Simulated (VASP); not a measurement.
Here is a VASP 6.6.1 calculation.

The input INCAR:

```
SYSTEM = HfB2
PREC     = Accurate       ! precision mode
ENCUT    = 520            ! plane-wave cutoff, eV
EDIFF    = 1E-6           ! SCF threshold, eV
ISMEAR   = -1             ! smearing method
SIGMA    = 0.05           ! smearing width, eV
LREAL    = .False.        ! projectors in reciprocal space
LASPH    = .True.         ! aspherical terms in the spheres
NELM     = 80             ! most SCF steps
ALGO     = Normal         ! electronic algorithm
ISIF     = 2              ! what is computed and relaxed
LWAVE    = .False.        ! write WAVECAR
LCHARG   = .False.        ! write CHGCAR
GGA      = PE             ! functional
IVDW     = 12             ! dispersion correction
NBANDS   = 15             ! bands
```

KPOINTS

```
regular mesh
0
Gamma
  10 10 8
  0 0 0
```

Contents of POSCAR:

```
HfB2
1.0
    3.1205174892      0.0000000000      0.0000000000
   -1.5602587446      2.7024474186      0.0000000000
    0.0000000000      0.0000000000      3.4596583361
Hf B
1 2
Direct
    0.0000000000      0.0000000000      0.0000000000
    0.6666666667      0.3333333333      0.5000000000
    0.3333333333      0.6666666667      0.5000000000
```

Potentials or basis: VASP PAW PBE potentials, release 64 (Hf_pv, B).

Launch:

```console
$ cat potpaw_PBE.64/Hf_pv/POTCAR potpaw_PBE.64/B/POTCAR > POTCAR
$ mpirun -np 1 vasp_std > vasp.out
```

(1) What does it give for the band gap on the k mesh?

(2) What does it give for the dispersion energy per atom?

Results:

(1) zero (band 8 reaches 8.42 eV, above the bottom of band 9 at 7.57 eV).

(2) -0.369 eV.

Caveat: spin-orbit coupling is left out, which moves the levels of the heavy elements.
